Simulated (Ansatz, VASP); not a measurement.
**Two plane-wave programs on HPb4O8**

```xyz
13
Lattice="5.0726 0.0000 0.0000 0.0000 5.0726 0.0000 0.0000 0.0000 6.9729" Properties=species:S:1:pos:R:3 pbc="T T T"
Pb    0.0000    0.0000   -0.0811
Pb    0.0000    0.0000    3.4535
Pb    2.5363    2.5363    1.8243
Pb    2.5363    2.5363    5.2627
O     1.3248    1.7668    0.0905
O     1.6122    1.4884    3.5005
O     0.7695    3.8610    1.6527
O     1.0479    4.1484    5.2157
O     3.7478    3.3058    0.0905
O     3.4604    3.5842    3.5005
O     4.3030    1.2115    1.6527
O     4.0247    0.9241    5.2157
H     0.0000    2.5363    0.8716
```

Alike in both runs: functional PBE; dispersion D3(BJ); k mesh 6 × 6 × 4; occupations gaussian, width 0.1 eV; no spin polarisation.

Ansatz relaxed the structure, and its values are those at the end. VASP's run is a single point on that final structure, the one shown.

```csv
,VASP,Ansatz
version,VASP 6.6.1,Ansatz 0.2.0
potentials or method,"VASP PAW PBE potentials, release 64 (Pb_d, O, H), cutoff 520 eV","scalar-relativistic, plane waves, PAW"
valence electrons in the cell,105,105
```

VASP gave:

```
gap on the k mesh at the Fermi level (eV) : none
pressure (GPa)                            : 0.1
rms of the force components (eV/Å)        : 0.004
```

What did Ansatz give for the same quantities?

gap on the k mesh at the Fermi level (eV): none; pressure (GPa): 0.0; rms of the force components (eV/Å): 0.003.

A gap of «none» marks a metal or a gap that the smearing closes.

Neither program's run includes spin-orbit coupling.
